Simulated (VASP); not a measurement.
Wanted: the native input for a VASP 6.6.1 run.

| Property | Result |
| --- | --- |
| Task | single point |
| Functional | PBEsol |
| Potentials or basis | VASP PAW PBE potentials, release 64 (F_h) |
| Cutoff | 1010 eV |
| k mesh | 1 × 1 × 1 |
| Occupations | gaussian, width 0.05 eV |
| Spin | no spin polarisation |
| Dipole correction | no |
| Further INCAR settings | ALGO = Normal; EDIFF = 1e-06; NBANDS = 14; NELMDL = -8 |

The structure of F2 lies in POSCAR:

```
F
1.0
    9.0000000000      0.0000000000      0.0000000000
    0.0000000000      9.5000000000      0.0000000000
    0.0000000000      0.0000000000     10.0000000000
F
2
Direct
    0.5000000000      0.5000000000      0.4300891195
    0.5000000000      0.5000000000      0.5699108805
```

The input as run:

INCAR

```
ALGO = Normal
EDIFF = 1E-6
ENCUT = 1010
GGA = PS
GGA_COMPAT = False
ISIF = 2
ISMEAR = 0
LASPH = True
LCHARG = False
LREAL = False
LWAVE = False
NBANDS = 14
NELM = 120
NELMDL = -8
PREC = Accurate
SIGMA = 0.05
```

KPOINTS

```
k-points
0
Gamma
  1 1 1
```

Potentials or basis: VASP PAW PBE potentials, release 64 (F_h).

Launch:

```sh
$ cat potpaw_PBE.64/F_h/POTCAR > POTCAR
$ mpirun -np 1 vasp_gam > vasp.out
```

It gave:

The largest force is 0.031 eV/Å and the gap between the frontier levels is 3.73 eV.

Caveat: the PAW data sets were made with another functional, which shifts forces and pressure a little.

Run time: 2.8 min on 1 thread of Intel(R) Xeon(R) Platinum 8259CL CPU @ 2.50GHz (Skylake/Cascade Lake), with other jobs on the host, peak memory 1.5 GiB.
